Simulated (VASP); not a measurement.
Set up this calculation in VASP 6.6.1, as the native input.

| Quantity | Value |
| --- | --- |
| Task | single point |
| Functional | r2SCAN |
| Potentials or basis | VASP PAW PBE potentials, release 64 (Fe) |
| Cutoff | 520 eV |
| k mesh | 16 × 16 × 16 |
| Occupations | fermi-dirac, width 0.1 eV |
| Spin | no spin polarisation |
| Dipole correction | no |
| Further INCAR settings | ALGO = Normal; EDIFF = 1e-07; NBANDS = 10 |

The system is Fe.

```
CELL_PARAMETERS angstrom
2.23918 0.00000 0.00000
0.00000 2.23918 0.00000
0.00000 0.00000 2.23918
ATOMIC_POSITIONS crystal
Fe 0.00000 0.00000 0.00000
```

The input as run:

POSCAR

```
Fe
1.0
    2.2391755298      0.0000000000      0.0000000000
    0.0000000000      2.2391755298      0.0000000000
    0.0000000000      0.0000000000      2.2391755298
Fe
1
Direct
    0.0000000000      0.0000000000      0.0000000000
```

INCAR.step1

```
SYSTEM = Fe
  ALGO = Normal
  EDIFF = 1E-4
  ENCUT = 520
  GGA = PE
  ISMEAR = -1
  LASPH = .True.
  LCHARG = .False.
  LREAL = .False.
  LWAVE = .True.
  NBANDS = 10
  NELM = 60
  PREC = Accurate
  SIGMA = 0.1
```

INCAR.step2

```
SYSTEM = Fe
  ALGO = Normal
  EDIFF = 1E-7
  ENCUT = 520
  ISIF = 2
  ISMEAR = -1
  ISTART = 1
  LASPH = .True.
  LCHARG = .False.
  LMIXTAU = .True.
  LREAL = .False.
  LWAVE = .False.
  METAGGA = R2SCAN
  NBANDS = 10
  NELM = 60
  PREC = Accurate
  SIGMA = 0.1
```

KPOINTS

```
k-points
0
Gamma
  16 16 16
  0 0 0
```

Potentials or basis: VASP PAW PBE potentials, release 64 (Fe).

Launch:

```sh
$ cat potpaw_PBE.64/Fe/POTCAR > POTCAR
$ cp INCAR.step1 INCAR
$ mpirun -np 1 vasp_std > vasp.out
$ cp INCAR.step2 INCAR
$ mpirun -np 1 vasp_std > vasp.out
```

It gave:

```yaml
Pressure: 0.3 GPa
Band_gap_on_the_k_mesh: zero (band 4 reaches 8.33 eV, above the bottom of band 5 at 5.38 eV)
```

Caveat: the PAW data sets were made with another functional, which shifts forces and pressure a little; the run has no spin polarisation, though such a crystal can be magnetic.

Wall time 28 s on 1 thread of Intel(R) Xeon(R) 6975P-C (Granite Rapids), with other jobs on the host, peak memory 0.13 GiB.
